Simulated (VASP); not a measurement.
# Sb3P2 (R-3m) in VASP: single point with PBE

Aim: the single point of Sb3P2 with PBE.

All numbers are computed with VASP 6.6.1; they aren't measurements. Logs are shortened: lines on timing, memory, paths and dates and some standing lists are left out, and cuts for length are marked.

### 1 The cell of the first run

Symmetry: R-3m, No. 166, trigonal system. Conventional cell: a = 4.038 Å, b = 4.038 Å, c = 25.182 Å, α = 90.00°, β = 90.00°, γ = 120.00°. Sb (site symmetry -3m) has 6 P at 2.83 Å within 3.7 Å. Within 3.7 Å of Sb (site symmetry 3m) lie 3 P at 2.83 Å and 3 Sb at 3.05 Å. P (site symmetry 3m) has 6 Sb at 2.83 Å within 3.7 Å.

### 2 Single point, PBE

INCAR

```
SYSTEM = Sb3P2
  PREC = Accurate
  ENCUT = 520
  EDIFF = 1E-7
  ISMEAR = 0
  SIGMA = 0.1
  LREAL = .FALSE.
  LASPH = .TRUE.
  NELM = 60
  ALGO = Normal
  ISIF = 2
  LWAVE = .FALSE.
  LCHARG = .FALSE.
  GGA = PE
  NBANDS = 20
```

KPOINTS

```
regular mesh
0
G
  6 6 6
  0 0 0
```

POSCAR

```
Sb3P2
1.0
    2.0191613950      1.1657633749      8.3940274079
   -2.0191613950      1.1657633749      8.3940274079
    0.0000000000     -2.3315267498      8.3940274079
Sb P
3 2
Direct
    0.0000000000      0.0000000000      0.0000000000
    0.2058192894      0.2058192894      0.2058192894
    0.7941807106      0.7941807106      0.7941807106
    0.3968306904      0.3968306904      0.3968306904
    0.6031693096      0.6031693096      0.6031693096
```

Potentials or basis: VASP PAW PBE potentials, release 64 (Sb, P).

Launch:

```sh
cat potpaw_PBE.64/Sb/POTCAR potpaw_PBE.64/P/POTCAR > POTCAR
mpirun -np 1 vasp_std > vasp.out
```

OUTCAR:

```text
SYSTEM = Sb3P2
   PREC = Accurate
   ENCUT = 520
   EDIFF = 1E-7
   ISMEAR = 0
   LREAL = .FALSE.
   LASPH = .TRUE.
   NELM = 60
   ISIF = 2
   GGA = PE

 ion  position               nearest neighbor table
   1  0.000  0.000  0.000-   5 2.83   4 2.83   5 2.83   5 2.83   4 2.83   4 2.83
   2  0.206  0.206  0.206-   5 2.83   5 2.83   5 2.83   3 3.05   3 3.05   3 3.05
   3  0.794  0.794  0.794-   4 2.83   4 2.83   4 2.83   2 3.05   2 3.05   2 3.05
   4  0.397  0.397  0.397-   1 2.83   1 2.83   1 2.83   3 2.83   3 2.83   3 2.83
   5  0.603  0.603  0.603-   1 2.83   1 2.83   1 2.83   2 2.83   2 2.83   2 2.83

  LATTYP: Found a trigonal (rhomboedric) cell.
 ALAT       =     8.7118145704
 COS(alpha) =     0.8925627661

  Lattice vectors:

 A1 = (   2.0191613950,   1.1657633749,   8.3940274079)
 A2 = (  -2.0191613950,   1.1657633749,   8.3940274079)
 A3 = (   0.0000000000,  -2.3315267498,   8.3940274079)

Analysis of symmetry for initial positions (statically):
=====================================================================
 Subroutine PRICEL returns:
 Original cell was already a primitive cell.

 Routine SETGRP: Setting up the symmetry group for a
 trigonal (rhombohedral) supercell.

 Subroutine GETGRP returns: Found 12 space group operations
 (whereof 12 operations were pure point group operations)
 out of a pool of 12 trial point group operations.

The static configuration has the point symmetry D_3d.

Analysis of symmetry for dynamics (positions and initial velocities):
=====================================================================
 Subroutine PRICEL returns:
 Original cell was already a primitive cell.

 Routine SETGRP: Setting up the symmetry group for a
 trigonal (rhombohedral) supercell.

 Subroutine GETGRP returns: Found 12 space group operations
 (whereof 12 operations were pure point group operations)
 out of a pool of 12 trial point group operations.

The dynamic configuration has the point symmetry D_3d.

 Subroutine INISYM returns: Found 12 space group operations
 (whereof 12 operations are pure point group operations),
 and found     1 'primitive' translations

----------------------------------------------------------------------------------------

                                     Primitive cell

  volume of cell :     118.5504

  direct lattice vectors                    reciprocal lattice vectors
     2.019161395  1.165763375  8.394027408     0.247627555  0.142967836  0.039710775
    -2.019161395  1.165763375  8.394027408    -0.247627555  0.142967836  0.039710775
     0.000000000 -2.331526750  8.394027408     0.000000000 -0.285935671  0.039710775

  length of vectors
     8.711814570  8.711814570  8.711814570     0.288680020  0.288680020  0.288680020

  position of ions in fractional coordinates (direct lattice)
     0.000000000  0.000000000  0.000000000
     0.205819289  0.205819289  0.205819289
     0.794180711  0.794180711  0.794180711
     0.396830690  0.396830690  0.396830690
     0.603169310  0.603169310  0.603169310

  ion indices of the primitive-cell ions
   primitive index   ion index
                 1           1
                 2           2
                 3           3
                 4           4
                 5           5

----------------------------------------------------------------------------------------

 KPOINTS: regular mesh

Automatic generation of k-mesh.
 Grid dimensions read from file:
 generate k-points for:    6    6    6

 Generating k-lattice:

  Cartesian coordinates                     Fractional coordinates (reciprocal lattice)
     0.041271259  0.023827973  0.006618462     0.166666667  0.000000000 -0.000000000
    -0.041271259  0.023827973  0.006618462     0.000000000  0.166666667 -0.000000000
     0.000000000 -0.047655945  0.006618462    -0.000000000 -0.000000000  0.166666667

  Length of vectors
     0.048113337  0.048113337  0.048113337

  Shift w.r.t. Gamma in fractional coordinates (k-lattice)
     0.000000000  0.000000000  0.000000000

 Subroutine IBZKPT returns following result:
 ===========================================

 Found     32 irreducible k-points:

 Following reciprocal coordinates:
            Coordinates               Weight
  0.000000  0.000000  0.000000      1.000000
  0.166667  0.000000  0.000000      6.000000
  0.333333 -0.000000  0.000000      6.000000
  0.500000 -0.000000  0.000000      3.000000
  0.166667  0.166667  0.000000      6.000000
  0.333333  0.166667  0.000000     12.000000
[... 16 lines left out ...]
  0.500000  0.500000  0.166667      6.000000
 -0.333333  0.500000  0.166667     12.000000
 [... further k-points ...]
   k-points           NKPTS =     32   k-points in BZ     NKDIM =     32   number of bands    NBANDS=     20
   number of dos      NEDOS =    301   number of ions     NIONS =      5
   total plane-waves  NPLWV = 343000
   dimension x,y,z NGX =    70 NGY =   70 NGZ =   70
   dimension x,y,z NGXF=   140 NGYF=  140 NGZF=  140
   ions per type =               3   2
   NGX,Y,Z   is equivalent  to a cutoff of  13.36, 13.36, 13.36 a.u.
   NGXF,Y,Z  is equivalent  to a cutoff of  26.72, 26.72, 26.72 a.u.
 SYSTEM =  Sb3P2
   PREC   = accura    normal or accurate (medium, high low for compatibility)
   ISTART =      0    job   : 0-new  1-cont  2-samecut
   ICHARG =      2    charge: 1-file 2-atom 10-const
   ISPIN  =      1    spin polarized calculation?
   LNONCOLLINEAR =      F non collinear calculations
   LSORBIT =      F    spin-orbit coupling
   LASPH  =      T    aspherical Exc in radial PAW
   ENCUT  =  520.0 eV  38.22 Ry    6.18 a.u.  16.20 16.20 16.20*2*pi/ulx,y,z
   NELM   =     60;   NELMIN=  2; NELMDL= -5     # of ELM steps
   EDIFF  = 0.1E-06   stopping-criterion for ELM
   LREAL  =      F    real-space projection
   EDIFFG = 0.1E-05   stopping-criterion for IOM
   NSW    =      0    number of steps for IOM
   IBRION =     -1    ionic relax: 0-MD 1-quasi-New 2-CG
   NFREE  =      0    steps in history (QN), initial steepest desc. (CG)
   ISIF   =      2    stress and relaxation
   ISYM   =      2    0-nonsym 1-usesym 2-fastsym
   POTIM  = 0.5000    time-step for ionic-motion
   TEBEG  =    0.0;   TEEND  =   0.0 temperature during run
   PSTRESS=    0.0 pullay stress
   NELECT =      25.0000    total number of electrons
   NUPDOWN=      -1.0000    fix difference up-down
   EMIN   =  10.00;   EMAX   =-10.00  energy-range for DOS
   EFERMI =   0.00;   METHOD = LEGACY
   ISMEAR =     0;   SIGMA  =   0.10  broadening in eV -4-tet -1-fermi 0-gaus
   EFERMI_NEDOS =   21; number of points for ismear=-14 and -15
   IALGO  =     38    algorithm
   IMIX   =      4    mixing-type and parameters
     AMIX     =   0.40;   BMIX     =  1.00
     AMIX_MAG =   1.60;   BMIX_MAG =  1.00
  volume/ion in A,a.u.               =      23.71       160.00
  Fermi-wavevector in a.u.,A,eV,Ry     =   0.974437  1.841419 12.919108  0.949528
  Thomas-Fermi vector in A             =   2.104897
   LORBIT       =      0    0 simple, 1 ext, 2 COOP (PROOUT), +10 PAW based schemes
   GGA     = PE    functional components
   LHFCALC =     F    Hartree Fock is set to
   AEXX    =    0.0000 exact exchange contribution
   IVDW    =     0    specifies the selected vdW correction
   LEPSILON=     F    determine dielectric tensor
   LRPA    =     F    only Hartree local field effects (RPA)
 non-spin polarized calculation
 Gauss-broadening in eV      SIGMA  =   0.10
  energy-cutoff  :      520.00
  volume of cell :      118.55
 maximum number of plane-waves:      3221
 NGX is ok and might be reduce to    70
   NGX = 33   NGY = 33   NGZ = 33

 number of electron      25.0000000 magnetization

 Free energy of the ion-electron system (eV)
  ---------------------------------------------------
  ext. energy  EPLUGINS =         0.00000000
  ---------------------------------------------------
  free energy    TOTEN  =       -22.37569990 eV

  energy without entropy =      -22.36909918  energy(sigma->0) =      -22.37239954

 E-fermi :   7.7812     XC(G=0): -10.0971

 val. band max:        7.7205732996   @ k =   0.5000   0.3333   0.0000
 cond. band min:       7.8362559222   @ k =   0.3333   0.3333   0.1667
 fundamental gap:      0.1156826225
 Fermi energy:         7.7812006499

 k-point     1 :       0.0000    0.0000    0.0000
  band No.  band energies     occupation
      1      -5.7845      2.00000
      2      -4.1009      2.00000
      3      -3.4416      2.00000
      4       1.4381      2.00000
      5       1.4555      2.00000
      6       5.7593      2.00000
[... 12 lines left out ...]
     19      11.6168      0.00000
     20      11.6840      0.00000

 k-point     2 :       0.1667    0.0000    0.0000
  band No.  band energies     occupation
      1      -5.4691      2.00000
      2      -3.8956      2.00000
      3      -3.0892      2.00000
      4       0.7291      2.00000
      5       1.5190      2.00000
      6       4.2963      2.00000
[... 12 lines left out ...]
     19      10.9368      0.00000
     20      11.5639      0.00000

 k-point     3 :       0.3333   -0.0000    0.0000
  band No.  band energies     occupation
      1      -4.5424      2.00000
      2      -3.3421      2.00000
      3      -2.1260      2.00000
      4      -0.9790      2.00000
      5       0.7464      2.00000
      6       2.5038      2.00000
[... 12 lines left out ...]
     19      12.2586      0.00000
     20      12.4587      0.00000

 k-point     4 :       0.5000   -0.0000    0.0000
  band No.  band energies     occupation
      1      -3.2822      2.00000
      2      -3.0931      2.00000
      3      -2.5319      2.00000
      4      -0.7103      2.00000
      5      -0.6462      2.00000
      6       1.4094      2.00000
[... 429 lines left out ...]
 k-point    23 :       0.5000    0.5000    0.1667
  band No.  band energies     occupation
      1      -4.3643      2.00000
      2      -3.7863      2.00000
      3      -1.8819      2.00000
      4      -0.2038      2.00000
      5      -0.0357      2.00000
      6       2.2355      2.00000
[... 12 lines left out ...]
     19      12.2431      0.00000
     20      12.3207      0.00000

 k-point    24 :      -0.3333    0.5000    0.1667
  band No.  band energies     occupation
      1      -3.5186      2.00000
      2      -3.1123      2.00000
      3      -2.0313      2.00000
      4      -0.9926      2.00000
      5      -0.5959      2.00000
      6       2.6361      2.00000
[... 12 lines left out ...]
     19      12.7336      0.00000
     20      13.3573      0.00000

 [... further k-points ...]

------------------------ aborting loop because EDIFF is reached ----------------------------------------

  FORCE on cell =-STRESS in cart. coord.  units (eV):
  Direction    XX          YY          ZZ          XY          YZ          ZX
  --------------------------------------------------------------------------------------
  -------------------------------------------------------------------------------------
  Total       -0.0560782     -0.0560782     -0.0145155      0.0000000      0.0000000      0.0000000
  in kB       -0.7578826     -0.7578826     -0.1961728      0.0000000      0.0000000      0.0000000
  external PRESSURE =      -0.5706460 kB  Pullay stress =       0.0000000 kB

 VOLUME and BASIS-vectors are now :
 -----------------------------------------------------------------------------
  energy-cutoff  :      520.00
  volume of cell :      118.55
      direct lattice vectors                 reciprocal lattice vectors
     2.019161395  1.165763375  8.394027408     0.247627555  0.142967836  0.039710775
    -2.019161395  1.165763375  8.394027408    -0.247627555  0.142967836  0.039710775
     0.000000000 -2.331526750  8.394027408     0.000000000 -0.285935671  0.039710775

 POSITION                                       TOTAL-FORCE (eV/Angst)
 -----------------------------------------------------------------------------------
      0.00000      0.00000      0.00000         0.000000      0.000000     -0.000000
      0.00000      0.00000      5.18296         0.000000      0.000000      0.012818
      0.00000      0.00000     19.99912         0.000000     -0.000000     -0.012818
      0.00000      0.00000      9.99302         0.000000     -0.000000     -0.000850
      0.00000      0.00000     15.18906         0.000000      0.000000      0.000850
 -----------------------------------------------------------------------------------
    total drift:                                0.000000      0.000000      0.000000

  FREE ENERGIE OF THE ION-ELECTRON SYSTEM (eV)
  ---------------------------------------------------
  free  energy   TOTEN  =       -22.3756999004 eV

  energy  without entropy=      -22.3690991752  energy(sigma->0) =      -22.37239954
```

Wall time 9.9 min (1 thread of Oxide Virtual Turin-like, shared host); peak memory 0.63 GiB.

Results:

```
Free energy            : -22.3757 eV
Pressure               : -0.1 GPa
Largest force          : 0.013 eV/Å
Band gap on the k mesh : zero (an odd number of electrons rules out a gap without spin polarisation)
```

Forces on the atoms (eV/Å):
```
Sb   0.000  0.000  0.000
Sb   0.000  0.000  0.013
Sb   0.000  0.000 -0.013
P    0.000  0.000 -0.001
P    0.000  0.000  0.001
```

Caveat: spin-orbit coupling is left out, which moves the levels of the heavy elements; an odd number of electrons without spin polarisation forces a metal; a magnetic or distorted state may lie lower.

The gap in the log of VASP goes by the Fermi energy; the results here count the filled bands.